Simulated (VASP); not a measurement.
## MoS2: relaxation of shape and atoms at fixed volume with PBEsol

The system is MoS2.

```xyz
3
Lattice="3.1723 0.0000 0.0000 -1.5861 2.7473 0.0000 0.0000 0.0000 6.1854" Properties=species:S:1:pos:R:3 pbc="T T T"
Mo    0.0000    0.0000    3.0927
S     0.0000    1.8315    1.4911
S     1.5861    0.9158    4.6943
```

- Program: VASP 6.6.1
- Task: relaxation of shape and atoms at fixed volume
- Functional: PBEsol
- Potentials or basis: VASP PAW PBE potentials, release 64 (Mo_sv, S)
- Cutoff: 600 eV
- k mesh: 18 × 18 × 8
- Occupations: gaussian, width 0.1 eV
- Spin: no spin polarisation
- Dipole correction: no
- Further INCAR settings: ALGO = Normal; EDIFF = 1e-07; IBRION = 2; EDIFFG = -0.01; NSW = 50; ISIF = 4

The energy gained by relaxing is 6.1 meV/atom and the ionic steps are 9. The pressure after relaxing is -0.5 GPa and the band gap on the k mesh is zero (bands 13 and 14 overlap by 0.93 eV).

The path:
```tsv
step	energy change (eV)	largest force (eV/Å)	pressure (GPa)	volume (Å³)
1	0.0000	0.4551	-4.18	53.91
2	-0.0120	0.0965	-2.11	53.91
3	-0.0123	0.0239	-1.68	53.91
4	-0.0144	0.0161	-1.43	53.91
5	-0.0180	0.0083	-0.69	53.91
6	-0.0184	0.0174	-0.36	53.91
7	-0.0184	0.0168	-0.39	53.91
8	-0.0184	0.0155	-0.57	53.91
9	-0.0184	0.0001	-0.48	53.91
```

Final structure:
```
Mo S
1.0
     3.13810    0.00000    0.00000
    -1.56905    2.71767    0.00000
     0.00000    0.00000    6.32086
Mo S
1 2
Direct
  0.00000 0.00000 0.50000
  0.33333 0.66667 0.24831
  0.66667 0.33333 0.75169
```

Levels at points of the mesh, in eV from the Fermi level:
```
           k point  band 11  band 12  band 13  band 14  band 15  band 16
(0.00, 0.00, 0.00)    -1.59    -0.90    -0.90    -0.05    -0.05     3.21
(0.50, 0.00, 0.00)    -3.32    -2.03    -1.63     1.27     1.81     3.64
(0.00, 0.00, 0.50)    -0.90    -0.90    -0.40    -0.13    -0.13     3.38
(0.50, 0.00, 0.50)    -2.49    -2.46    -1.45     1.27     1.94     3.27
```

Run time: 26 min on 1 thread of Intel(R) Xeon(R) Platinum 8259CL CPU @ 2.50GHz (Skylake/Cascade Lake) (shared host), peak memory 0.42 GiB.

Caveat: the PAW data sets were made with another functional, which shifts forces and pressure a little; this functional lacks dispersion, which binds the layers, so the pressure and a relaxed spacing across them are unreliable.
